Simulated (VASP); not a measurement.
A run of VASP 6.6.1:

INCAR

```
SYSTEM = Ag
PREC     = Accurate       ! precision mode
ENCUT    = 600            ! plane-wave cutoff, eV
EDIFF    = 1E-7           ! SCF threshold, eV
ISMEAR   = 0              ! smearing method
SIGMA    = 0.1            ! smearing width, eV
LREAL    = .FALSE.        ! projectors in reciprocal space
LASPH    = .TRUE.         ! aspherical terms in the spheres
NELM     = 60             ! most SCF steps
ALGO     = Fast           ! electronic algorithm
ISIF     = 3              ! what is computed and relaxed
LWAVE    = .FALSE.        ! write WAVECAR
LCHARG   = .FALSE.        ! write CHGCAR
GGA      = PE             ! functional
IBRION   = 2              ! ionic algorithm
NSW      = 80             ! ionic steps
EDIFFG   = -0.05          ! ionic threshold
```

The input KPOINTS:

```
regular mesh
0
G
  8 8 8
  0 0 0
```

Contents of POSCAR:

```
Ag
1.0
    0.0000000000      1.9341602429      1.9341602429
    1.9341602429      0.0000000000      1.9341602429
    1.9341602429      1.9341602429      0.0000000000
Ag
1
Direct
    0.0000000000      0.0000000000      0.0000000000
```

Potentials or basis: VASP PAW PBE potentials, release 64 (Ag).

The run is started by

```bash
$ cat potpaw_PBE.64/Ag/POTCAR > POTCAR
$ mpirun -np 1 vasp_std > vasp.out
```

Hardware: 1 thread of AMD EPYC 9R45 96-Core Processor (Zen 5), on a shared host.

Question: Estimate the wall time of this run.

Answer: It took 13 s on 1 thread of AMD EPYC 9R45 96-Core Processor (Zen 5), on a shared host, peak memory 0.11 GiB. Counts: scf iterations 40, k points 29, ion steps 3.
